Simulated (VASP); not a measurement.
Crystal: SiSe2.

```
Si Se
1.0
    -3.39961    5.68467    3.13525
     3.39961   -5.68467    3.13525
     3.39961    5.68467   -3.13525
Si Se
2 4
Direct
  0.25000 0.25000 0.00000
  0.75000 0.75000 0.00000
  0.11213 0.80637 0.91850
  0.88787 0.19363 0.08150
  0.61213 0.69363 0.30576
  0.38787 0.30637 0.69424
```

* Program: VASP 6.6.1
* Task: relaxation of shape and atoms at fixed volume
* Functional: BLYP
* Potentials or basis: VASP PAW PBE potentials, release 64 (Si, Se)
* Cutoff: 500 eV
* k mesh: 6 × 6 × 6
* Occupations: gaussian, width 0.05 eV
* Spin: no spin polarisation

At the start: pressure -2.9 GPa; volume 40.39 Å³/atom.

Problem. Where does the relaxation end?

Solution. Over 6 steps the energy falls by 44.3 meV/atom; space group Ibam (No. 72, to 0.1 Å) before and after.

The path:
| step | energy change (eV) | largest force (eV/Å) | pressure (GPa) | volume (Å³) |
| --- | --- | --- | --- | --- |
| 1 | 0.0000 | 1.1181 | -2.90 | 242.36 |
| 2 | -0.2017 | 0.5096 | -1.35 | 242.36 |
| 3 | -0.2561 | 0.0537 | 0.04 | 242.36 |
| 4 | -0.2562 | 0.0814 | 0.11 | 242.36 |
| 5 | -0.2651 | 0.0307 | 0.22 | 242.36 |
| 6 | -0.2658 | 0.0148 | 0.25 | 242.36 |

Final structure:
```yaml
crystal:
  lattice:
    - [-3.44599, 5.80088, 3.03109]
    - [3.44599, -5.80088, 3.03109]
    - [3.44599, 5.80088, -3.03109]
  atoms:
    - { symbol: Si, position: [0.25000, 0.25000, 0.00000] }
    - { symbol: Si, position: [0.75000, 0.75000, 0.00000] }
    - { symbol: Se, position: [0.10642, 0.81666, 0.92308] }
    - { symbol: Se, position: [0.89358, 0.18334, 0.07692] }
    - { symbol: Se, position: [0.60642, 0.68334, 0.28976] }
    - { symbol: Se, position: [0.39358, 0.31666, 0.71024] }
```

Caveat: the PAW data sets were made with another functional, which shifts forces and pressure a little.
